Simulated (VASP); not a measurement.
# Rb (P6/mmm) in VASP: further runs

Rb is run at these levels: PBE; tasks: single point, relaxation of cell and atoms.

All numbers are computed with VASP 6.6.1; they aren't measurements. Logs are shortened: lines on timing, memory, paths and dates and some standing lists are left out, and cuts for length are marked.

### Step 1. The cell of the first run

It takes space group P6/mmm (No. 191, hexagonal). The conventional cell has a = 4.840 Å, b = 4.840 Å, c = 4.522 Å, α = 90.00°, β = 90.00°, γ = 120.00°.

### Step 2. Single point, PBE

Input file INCAR:

```
ALGO = Fast ; EDIFF = 1E-6
ENCUT = 520 ; GGA = PE
ISIF = 2 ; ISMEAR = 0
LASPH = T ; LCHARG = T
LELF = T ; LREAL = F
LVHAR = T ; LWAVE = F
NBANDS = 10 ; NELM = 80
PREC = Accurate ; SIGMA = 0.1
```

Input file KPOINTS:

```
k-points
0
Gamma
  6 6 4
```

Input file POSCAR:

```
Rb
1.0
    4.8399320055      0.0000000000      0.0000000000
   -2.4199660027      4.1915040693      0.0000000000
    0.0000000000      0.0000000000      4.5223114676
Rb
1
Direct
    0.0000000000      0.0000000000      0.0000000000
```

Potentials or basis: VASP PAW PBE potentials, release 64 (Rb_sv).

Started as:

```console
$ cat potpaw_PBE.64/Rb_sv/POTCAR > POTCAR
$ mpirun -np 1 vasp_std > vasp.out
```

OUTCAR:

```text
EDIFF = 1E-6
   ENCUT = 520
   GGA = PE
   ISIF = 2
   ISMEAR = 0
   LASPH = T
   LREAL = F
   NELM = 80
   PREC = Accurate

 ion  position               nearest neighbor table
   1  0.000  0.000  0.000-

  LATTYP: Found a hexagonal cell.
 ALAT       =     4.8399320055
 C/A-ratio  =     0.9343750000

  Lattice vectors:

 A1 = (   4.8399320055,   0.0000000000,   0.0000000000)
 A2 = (  -2.4199660027,   4.1915040693,   0.0000000000)
 A3 = (   0.0000000000,   0.0000000000,   4.5223114676)

Analysis of symmetry for initial positions (statically):
=====================================================================
 Subroutine PRICEL returns:
 Original cell was already a primitive cell.

 Routine SETGRP: Setting up the symmetry group for a
 hexagonal supercell.

 Subroutine GETGRP returns: Found 24 space group operations
 (whereof 24 operations were pure point group operations)
 out of a pool of 24 trial point group operations.

The static configuration has the point symmetry D_6h.

Analysis of symmetry for dynamics (positions and initial velocities):
=====================================================================
 Subroutine PRICEL returns:
 Original cell was already a primitive cell.

 Routine SETGRP: Setting up the symmetry group for a
 hexagonal supercell.

 Subroutine GETGRP returns: Found 24 space group operations
 (whereof 24 operations were pure point group operations)
 out of a pool of 24 trial point group operations.

The dynamic configuration has the point symmetry D_6h.

 Subroutine INISYM returns: Found 24 space group operations
 (whereof 24 operations are pure point group operations),
 and found     1 'primitive' translations

----------------------------------------------------------------------------------------

                                     Primitive cell

  volume of cell :      91.7423

  direct lattice vectors                    reciprocal lattice vectors
     4.839932005  0.000000000  0.000000000     0.206614473  0.119288922  0.000000000
    -2.419966003  4.191504069  0.000000000     0.000000000  0.238577843  0.000000000
     0.000000000  0.000000000  4.522311468     0.000000000  0.000000000  0.221125857

  length of vectors
     4.839932005  4.839932005  4.522311468     0.238577843  0.238577843  0.221125857

  position of ions in fractional coordinates (direct lattice)
     0.000000000  0.000000000  0.000000000

  ion indices of the primitive-cell ions
   primitive index   ion index
                 1           1

----------------------------------------------------------------------------------------

 KPOINTS: k-points

Automatic generation of k-mesh.
 Grid dimensions read from file:
 generate k-points for:    6    6    4

 Generating k-lattice:

  Cartesian coordinates                     Fractional coordinates (reciprocal lattice)
     0.034435745  0.019881487  0.000000000     0.166666667 -0.000000000  0.000000000
     0.000000000  0.039762974  0.000000000     0.000000000  0.166666667  0.000000000
     0.000000000  0.000000000  0.055281464     0.000000000  0.000000000  0.250000000

  Length of vectors
     0.039762974  0.039762974  0.055281464

  Shift w.r.t. Gamma in fractional coordinates (k-lattice)
     0.000000000  0.000000000  0.000000000

 Subroutine IBZKPT returns following result:
 ===========================================

 Found     21 irreducible k-points:

 Following reciprocal coordinates:
            Coordinates               Weight
  0.000000  0.000000  0.000000      1.000000
  0.166667  0.000000  0.000000      6.000000
  0.333333  0.000000  0.000000      6.000000
  0.500000 -0.000000  0.000000      3.000000
  0.166667  0.166667  0.000000      6.000000
  0.333333  0.166667  0.000000     12.000000
[... 13 lines left out ...]
  0.333333  0.166667  0.500000     12.000000
  0.333333  0.333333  0.500000      2.000000
   k-points           NKPTS =     21   k-points in BZ     NKDIM =     21   number of bands    NBANDS=     10
   number of dos      NEDOS =    301   number of ions     NIONS =      1
   total plane-waves  NPLWV =  46656
   dimension x,y,z NGX =    36 NGY =   36 NGZ =   36
   dimension x,y,z NGXF=    72 NGYF=   72 NGZF=   72
   ions per type =               1
   NGX,Y,Z   is equivalent  to a cutoff of  12.37, 12.37, 13.23 a.u.
   NGXF,Y,Z  is equivalent  to a cutoff of  24.73, 24.73, 26.47 a.u.
 SYSTEM =  unknown system
   PREC   = accura    normal or accurate (medium, high low for compatibility)
   ISTART =      0    job   : 0-new  1-cont  2-samecut
   ICHARG =      2    charge: 1-file 2-atom 10-const
   ISPIN  =      1    spin polarized calculation?
   LNONCOLLINEAR =      F non collinear calculations
   LSORBIT =      F    spin-orbit coupling
   LASPH  =      T    aspherical Exc in radial PAW
   ENCUT  =  520.0 eV  38.22 Ry    6.18 a.u.   9.00  9.00  8.41*2*pi/ulx,y,z
   NELM   =     80;   NELMIN=  2; NELMDL= -5     # of ELM steps
   EDIFF  = 0.1E-05   stopping-criterion for ELM
   LREAL  =      F    real-space projection
   EDIFFG = 0.1E-04   stopping-criterion for IOM
   NSW    =      0    number of steps for IOM
   IBRION =     -1    ionic relax: 0-MD 1-quasi-New 2-CG
   NFREE  =      0    steps in history (QN), initial steepest desc. (CG)
   ISIF   =      2    stress and relaxation
   ISYM   =      2    0-nonsym 1-usesym 2-fastsym
   POTIM  = 0.5000    time-step for ionic-motion
   TEBEG  =    0.0;   TEEND  =   0.0 temperature during run
   PSTRESS=    0.0 pullay stress
   NELECT =       9.0000    total number of electrons
   NUPDOWN=      -1.0000    fix difference up-down
   EMIN   =  10.00;   EMAX   =-10.00  energy-range for DOS
   EFERMI =   0.00;   METHOD = LEGACY
   ISMEAR =     0;   SIGMA  =   0.10  broadening in eV -4-tet -1-fermi 0-gaus
   EFERMI_NEDOS =   21; number of points for ismear=-14 and -15
   IALGO  =     68    algorithm
   IMIX   =      4    mixing-type and parameters
     AMIX     =   0.40;   BMIX     =  1.00
     AMIX_MAG =   1.60;   BMIX_MAG =  1.00
  volume/ion in A,a.u.               =      91.74       619.11
  Fermi-wavevector in a.u.,A,eV,Ry     =   0.755033  1.426805  7.756334  0.570074
  Thomas-Fermi vector in A             =   1.852835
   LORBIT       =      0    0 simple, 1 ext, 2 COOP (PROOUT), +10 PAW based schemes
   GGA     = PE    functional components
   LHFCALC =     F    Hartree Fock is set to
   AEXX    =    0.0000 exact exchange contribution
   IVDW    =     0    specifies the selected vdW correction
   LEPSILON=     F    determine dielectric tensor
   LRPA    =     F    only Hartree local field effects (RPA)
 non-spin polarized calculation
 RMM-DIIS sequential band-by-band and
 Gauss-broadening in eV      SIGMA  =   0.10
  energy-cutoff  :      520.00
  volume of cell :       91.74
 maximum number of plane-waves:      2490
 NGX is ok and might be reduce to    36

 number of electron       9.0000000 magnetization

 Free energy of the ion-electron system (eV)
  ---------------------------------------------------
  ext. energy  EPLUGINS =         0.00000000
  ---------------------------------------------------
  free energy    TOTEN  =        -0.88749837 eV

  energy without entropy =       -0.88485532  energy(sigma->0) =       -0.88617685

 E-fermi :   0.0884     XC(G=0):  -5.4393

 val. band max:       -0.0996711539   @ k =   0.3333   0.1667   0.0000
 cond. band min:       0.1091878230   @ k =   0.5000  -0.0000   0.0000
 fundamental gap:      0.2088589769
 Fermi energy:         0.0884457375

 k-point     1 :       0.0000    0.0000    0.0000
  band No.  band energies     occupation
      1     -28.9800      2.00000
      2     -13.0144      2.00000
      3     -13.0144      2.00000
      4     -13.0079      2.00000
      5      -1.9540      2.00000
      6       2.4286      0.00000
      7       3.5728      0.00000
      8       3.5728      0.00000
      9       5.9286      0.00000
     10       6.0390      0.00000

 k-point     2 :       0.1667    0.0000    0.0000
  band No.  band energies     occupation
      1     -28.9789      2.00000
      2     -13.0426      2.00000
      3     -13.0210      2.00000
      4     -13.0050      2.00000
      5      -1.6571      2.00000
      6       2.5194      0.00000
      7       2.7967      0.00000
      8       3.8249      0.00000
      9       5.0667      0.00000
     10       5.9905      0.00000

 k-point     3 :       0.3333    0.0000    0.0000
  band No.  band energies     occupation
      1     -28.9765      2.00000
      2     -13.0979      2.00000
      3     -13.0341      2.00000
      4     -12.9991      2.00000
      5      -0.8396      2.00000
      6       1.6188      0.00000
      7       2.5625      0.00000
      8       4.4829      0.00000
      9       4.4930      0.00000
     10       5.5890      0.00000

 k-point     4 :       0.5000   -0.0000    0.0000
  band No.  band energies     occupation
      1     -28.9754      2.00000
      2     -13.1250      2.00000
      3     -13.0406      2.00000
      4     -12.9962      2.00000
      5       0.1092      0.76926
      6       0.5996      0.00000
      7       2.4441      0.00000
      8       4.2999      0.00000
      9       5.0225      0.00000
     10       5.7448      0.00000

 k-point     5 :       0.1667    0.1667    0.0000
  band No.  band energies     occupation
      1     -28.9771      2.00000
      2     -13.0789      2.00000
      3     -13.0362      2.00000
      4     -13.0006      2.00000
      5      -1.0958      2.00000
      6       2.0506      0.00000
      7       2.5083      0.00000
      8       4.0763      0.00000
      9       4.6588      0.00000
     10       5.6998      0.00000

 k-point     6 :       0.3333    0.1667    0.0000
  band No.  band energies     occupation
      1     -28.9754      2.00000
      2     -13.1110      2.00000
      3     -13.0551      2.00000
      4     -12.9962      2.00000
      5      -0.0997      1.99219
      6       1.1229      0.00000
      7       2.1283      0.00000
      8       4.4437      0.00000
      9       4.5381      0.00000
     10       5.3649      0.00000
[... 144 lines left out ...]
 k-point    18 :       0.5000   -0.0000    0.5000
  band No.  band energies     occupation
      1     -28.9697      2.00000
      2     -13.1334      2.00000
      3     -13.1063      2.00000
      4     -13.0268      2.00000
      5       0.9552      0.00000
      6       1.7262      0.00000
      7       2.5035      0.00000
      8       2.5387      0.00000
      9       3.6381      0.00000
     10       6.3515      0.00000

 k-point    19 :       0.1667    0.1667    0.5000
  band No.  band energies     occupation
      1     -28.9714      2.00000
      2     -13.1405      2.00000
      3     -13.0627      2.00000
      4     -13.0225      2.00000
      5       0.6357      0.00000
      6       0.7858      0.00000
      7       3.0165      0.00000
      8       3.3459      0.00000
      9       3.7869      0.00000
     10       5.0152      0.00000

 k-point    20 :       0.3333    0.1667    0.5000
  band No.  band energies     occupation
      1     -28.9697      2.00000
      2     -13.1334      2.00000
      3     -13.0930      2.00000
      4     -13.0404      2.00000
      5       1.0125      0.00000
      6       1.7523      0.00000
      7       2.4213      0.00000
      8       2.5602      0.00000
      9       3.5637      0.00000
     10       5.4170      0.00000

 k-point    21 :       0.3333    0.3333    0.5000
  band No.  band energies     occupation
      1     -28.9691      2.00000
      2     -13.1310      2.00000
      3     -13.0749      2.00000
      4     -13.0749      2.00000
      5       1.6037      0.00000
      6       1.6037      0.00000
      7       2.4281      0.00000
      8       2.4281      0.00000
      9       3.4751      0.00000
     10       4.3883      0.00000

------------------------ aborting loop because EDIFF is reached ----------------------------------------

  FORCE on cell =-STRESS in cart. coord.  units (eV):
  Direction    XX          YY          ZZ          XY          YZ          ZX
  --------------------------------------------------------------------------------------
  -------------------------------------------------------------------------------------
  Total        0.1117976      0.1117976     -0.0791911      0.0000000      0.0000000      0.0000000
  in kB        1.9524200      1.9524200     -1.3829844      0.0000000      0.0000000      0.0000000
  external PRESSURE =       0.8406185 kB  Pullay stress =       0.0000000 kB

 VOLUME and BASIS-vectors are now :
 -----------------------------------------------------------------------------
  energy-cutoff  :      520.00
  volume of cell :       91.74
      direct lattice vectors                 reciprocal lattice vectors
     4.839932005  0.000000000  0.000000000     0.206614473  0.119288922  0.000000000
    -2.419966003  4.191504069  0.000000000     0.000000000  0.238577843  0.000000000
     0.000000000  0.000000000  4.522311468     0.000000000  0.000000000  0.221125857

 POSITION                                       TOTAL-FORCE (eV/Angst)
 -----------------------------------------------------------------------------------
      0.00000      0.00000      0.00000         0.000000      0.000000      0.000000
 -----------------------------------------------------------------------------------
    total drift:                                0.000000     -0.000000     -0.000000

  FREE ENERGIE OF THE ION-ELECTRON SYSTEM (eV)
  ---------------------------------------------------
  free  energy   TOTEN  =        -0.8874983740 eV

  energy  without entropy=       -0.8848553246  energy(sigma->0) =       -0.88617685
```

It took 13 s on 1 thread of Intel Xeon Platinum 8488C (Sapphire Rapids), shared host; peak memory 0.19 GiB.

Results:

| Quantity | Value |
| --- | --- |
| Free energy | -0.8875 eV |
| Pressure | 0.1 GPa |

Stress tensor (GPa, compression positive):
```
 0.20  0.00  0.00
 0.00  0.20  0.00
 0.00  0.00 -0.14
```

### Step 3. Single point, PBE

This run uses another cell than the first one, of 94.87 Å³/atom, 1.034 times its volume.

Input file INCAR:

```
ALGO = Fast
EDIFF = 1E-6
ENCUT = 520
GGA = PE
ISIF = 2
ISMEAR = 0
LASPH = T
LCHARG = T
LELF = T
LREAL = F
LVHAR = T
LWAVE = F
NBANDS = 10
NELM = 100
PREC = Accurate
SIGMA = 0.1
```

Input file KPOINTS:

```
k-points
0
Gamma
  15 15 12
```

Input file POSCAR:

```
Rb
1.0
    4.8733329119      0.0000000000      0.0000000000
   -2.4366664559      4.2204301028      0.0000000000
    0.0000000000      0.0000000000      4.6124153885
Rb
1
Direct
    0.0000000000      0.0000000000      0.0000000000
```

Potentials or basis: VASP PAW PBE potentials, release 64 (Rb_sv).

Started as:

```console
$ cat potpaw_PBE.64/Rb_sv/POTCAR > POTCAR
$ mpirun -np 1 vasp_std > vasp.out
```

OUTCAR:

```text
EDIFF = 1E-6
   ENCUT = 520
   GGA = PE
   ISIF = 2
   ISMEAR = 0
   LASPH = T
   LREAL = F
   NELM = 100
   PREC = Accurate

 ion  position               nearest neighbor table
   1  0.000  0.000  0.000-

  LATTYP: Found a hexagonal cell.
 ALAT       =     4.8733329119
 C/A-ratio  =     0.9464601479

  Lattice vectors:

 A1 = (   4.8733329119,   0.0000000000,   0.0000000000)
 A2 = (  -2.4366664559,   4.2204301028,   0.0000000000)
 A3 = (   0.0000000000,   0.0000000000,   4.6124153885)
[... 490 lines left out ...]
      9       4.5648      0.00000
     10       4.9941      0.00000

 [... further k-points ...]

------------------------ aborting loop because EDIFF is reached ----------------------------------------

  FORCE on cell =-STRESS in cart. coord.  units (eV):
  Direction    XX          YY          ZZ          XY          YZ          ZX
  --------------------------------------------------------------------------------------
  -------------------------------------------------------------------------------------
  Total        0.0015921      0.0015921      0.0042513      0.0000000      0.0000000      0.0000000
  in kB        0.0268879      0.0268879      0.0717986      0.0000000      0.0000000      0.0000000
  external PRESSURE =       0.0418581 kB  Pullay stress =       0.0000000 kB

 VOLUME and BASIS-vectors are now :
 -----------------------------------------------------------------------------
  energy-cutoff  :      520.00
  volume of cell :       94.87
      direct lattice vectors                 reciprocal lattice vectors
     4.873332912  0.000000000  0.000000000     0.205198376  0.118471338  0.000000000
    -2.436666456  4.220430103  0.000000000     0.000000000  0.236942675  0.000000000
     0.000000000  0.000000000  4.612415388     0.000000000  0.000000000  0.216806145

 POSITION                                       TOTAL-FORCE (eV/Angst)
 -----------------------------------------------------------------------------------
      0.00000      0.00000      0.00000        -0.000000      0.000000      0.000000
 -----------------------------------------------------------------------------------
    total drift:                                0.000000     -0.000000     -0.000000

  FREE ENERGIE OF THE ION-ELECTRON SYSTEM (eV)
  ---------------------------------------------------
  free  energy   TOTEN  =        -0.8862453646 eV

  energy  without entropy=       -0.8823709224  energy(sigma->0) =       -0.88430814
```

stdout:

```text
POSCAR found type information on POSCAR Rb
 POSCAR found :  1 types and       1 ions
 scaLAPACK will be used
 LDA part: xc-table for (Slater+PW92), standard interpolation
 POSCAR, INCAR and KPOINTS ok, starting setup
 FFT: planning ... GRIDC
 FFT: planning ... GRID_SOFT
 FFT: planning ... GRID
 WAVECAR not read
 entering main loop
WARNING in EDDRMM: call to ZHEGV failed, returncode =   8  4      5
```

It took 72 s on 1 thread of Intel Xeon Platinum 8488C (Sapphire Rapids), shared host; peak memory 0.32 GiB.

What came out:

| Property | Result |
| --- | --- |
| Free energy | -0.8862 eV |
| Pressure | 0.0 GPa |

### Step 4. Relaxation of cell and atoms, PBE

This run uses another cell than the first one: it holds 3 atoms, not 1.

Input file INCAR:

```
SYSTEM = Rb
  ALGO = Normal
  EDIFF = 1E-7
  EDIFFG = -0.01
  ENCUT = 600
  GGA = PE
  IBRION = 2
  ISIF = 3
  ISMEAR = 0
  LASPH = .True.
  LCHARG = .False.
  LREAL = .False.
  LWAVE = .False.
  NELM = 100
  NSW = 100
  PREC = Accurate
  SIGMA = 0.1
```

Input file KPOINTS:

```
k-points
0
Gamma
  9 9 10
  0 0 0
```

Input file POSCAR:

```
Rb
1.0
    8.0855713165      0.0000000000      0.0000000000
   -4.0427856582      7.0023101642      0.0000000000
    0.0000000000      0.0000000000      4.8568061038
Rb
3
Direct
    0.3333333333      0.6666666667      0.5000000000
    0.0000000000      0.0000000000      0.0000000000
    0.6666666667      0.3333333333      0.5000000000
```

Started as:

```console
$ cat potpaw_PBE.64/Rb_sv/POTCAR > POTCAR
$ mpirun -np 1 vasp_std > vasp.out
```

Wall time 6.3 min (1 thread of Intel Xeon Platinum 8259CL at 2.50GHz (Skylake/Cascade Lake), shared host); peak memory 0.66 GiB.

Results (log left out):

```
Free energy             : -2.7903 eV
Pressure after relaxing : 0.0 GPa
```

Final structure:
```xyz
3
Lattice="8.0856 0.0000 0.0000 -4.0428 7.0023 0.0000 0.0000 0.0000 4.8568" Properties=species:S:1:pos:R:3 pbc="T T T"
Rb    0.0000    4.6682    2.4284
Rb    0.0000    0.0000    0.0000
Rb    4.0428    2.3341    2.4284
```

Levels at points of the mesh, in eV from the Fermi level:
```
           k point  band 10  band 11  band 12  band 13  band 14  band 15  band 16  band 17
(0.00, 0.00, 0.00)   -12.94   -12.94   -12.92    -1.97     1.06     1.06     1.07     1.10
(0.00, 0.00, 0.50)   -12.99   -12.94   -12.94    -0.27    -0.07     1.37     1.37     1.51
```

Caveat: the relaxation stopped at its first step, so nothing moved.

(Continued in part 2 of 2.)
